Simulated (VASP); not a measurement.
**CoSi2 (fluorite type): single point with r2SCAN**

Crystal: CoSi2 (fluorite type).

```
Co Si
1.0
     0.00000    2.65720    2.65720
     2.65720    0.00000    2.65720
     2.65720    2.65720    0.00000
Co Si
1 2
Direct
  0.00000 0.00000 0.00000
  0.25000 0.25000 0.25000
  0.75000 0.75000 0.75000
```

```yaml
Program: VASP 6.6.1
Task: single point
Functional: r2SCAN
Potentials_or_basis: VASP PAW PBE potentials, release 64 (Co, Si)
Cutoff: 520 eV
k_mesh: 11 × 11 × 11
Occupations: fermi-dirac, width 0.05 eV
Spin: no spin polarisation
```

```yaml
Pressure: -0.1 GPa
Band_gap_on_the_k_mesh: zero (an odd number of electrons rules out a gap without spin polarisation)
```

Levels at points of the mesh, in eV from the Fermi level:
```csv
k point,band 5,band 6,band 7,band 8,band 9,band 10,band 11,band 12,band 13,band 14
"(0.00, 0.00, 0.00)",-2.10,-2.10,1.50,3.60,3.60,3.60,3.72,3.72,3.72,6.26
```

Run time: 3.3 min on 1 thread of Intel Xeon 8259CL (shared host), peak memory 0.18 GiB.

Caveat: the PAW data sets were made with another functional, which shifts forces and pressure a little; the run has no spin polarisation, though such a crystal can be magnetic. Spin polarisation is off, so any magnetic state and its effect on volume and gap are missing.
